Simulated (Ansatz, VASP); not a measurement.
# Two plane-wave programs on PtS2

Contents of INCAR:

```
SYSTEM = PtS2
PREC     = Accurate       ! precision mode
ENCUT    = 600            ! plane-wave cutoff, eV
EDIFF    = 1E-7           ! SCF threshold, eV
ISMEAR   = 0              ! smearing method
SIGMA    = 0.1            ! smearing width, eV
LREAL    = .FALSE.        ! projectors in reciprocal space
LASPH    = .TRUE.         ! aspherical terms in the spheres
NELM     = 80             ! most SCF steps
ALGO     = Normal         ! electronic algorithm
ISIF     = 3              ! what is computed and relaxed
LWAVE    = .FALSE.        ! write WAVECAR
LCHARG   = .FALSE.        ! write CHGCAR
GGA      = PE             ! functional
IVDW     = 12             ! dispersion correction
IBRION   = 2              ! ionic algorithm
NSW      = 90             ! ionic steps
EDIFFG   = -0.04          ! ionic threshold
```

File KPOINTS:

```
Automatic mesh
0
G
  6 6 6
  0 0 0
```

File POSCAR:

```
PtS2
1.0
    1.6920000000      0.9768766600      5.5089985600
   -1.6920000000      0.9768766600      5.5089985600
    0.0000000000     -1.9537533100      5.5089985600
Pt S
1 2
Direct
    0.0000000000      0.0000000000      0.0000000000
    0.7510050900      0.7510050900      0.7510050900
    0.2489949100      0.2489949100      0.2489949100
```

Input for Ansatz:

```yaml
crystal:
  lattice:
    - [1.692, 0.97687666, 5.50899856]
    - [-1.692, 0.97687666, 5.50899856]
    - [0.0, -1.95375331, 5.50899856]
  atoms:
    - { symbol: Pt, position: [0.0, 0.0, 0.0] }
    - { symbol: S, position: [0.75100509, 0.75100509, 0.75100509] }
    - { symbol: S, position: [0.24899491, 0.24899491, 0.24899491] }
basis:
  ecutwfc: 420
kpoints:
  mp_grid: { grid: [6, 6, 6] }
hamiltonian:
  xc: pbe
  dispersion: d3bj
scf:
  occupations: { method: gaussian, width: 0.1 }
  lower_state_search: "off"
output:
  forces: true
  stress: true
  eigenvalues: true
relax:
  adjacent_minimum: "off"
  f_tol: 0.04
  max_steps: 70
  cell: { stress_tol: 0.4 }
```

Alike in both runs: task relaxation of cell and atoms; functional PBE; dispersion D3(BJ); k mesh 6 × 6 × 6; occupations gaussian, width 0.1 eV; no spin polarisation.

|  | VASP | Ansatz |
| --- | --- | --- |
| version | VASP 6.6.1 | Ansatz 0.2.0 |
| potentials or method | VASP PAW PBE potentials, release 64 (Pt, S), cutoff 600 eV | scalar-relativistic, plane waves, PAW |
| valence electrons in the cell | 22 | 30 |

Ansatz gave:

* gap on the k mesh at the Fermi level, each at its own relaxed structure (eV): 1.16
* relaxed volume (Å³/atom): 19.43
* relaxed cell length with the largest relative difference (Å): 5.738

Question: What did VASP give for the same quantities?

Answer: gap on the k mesh at the Fermi level, each at its own relaxed structure (eV): 1.14; relaxed volume (Å³/atom): 19.31; relaxed cell length with the largest relative difference (Å): 5.704.

VASP's potentials hold 22 valence electrons a cell and Ansatz's 30, so a difference there can come from the potentials and not from the codes.

Spin-orbit coupling is off throughout.
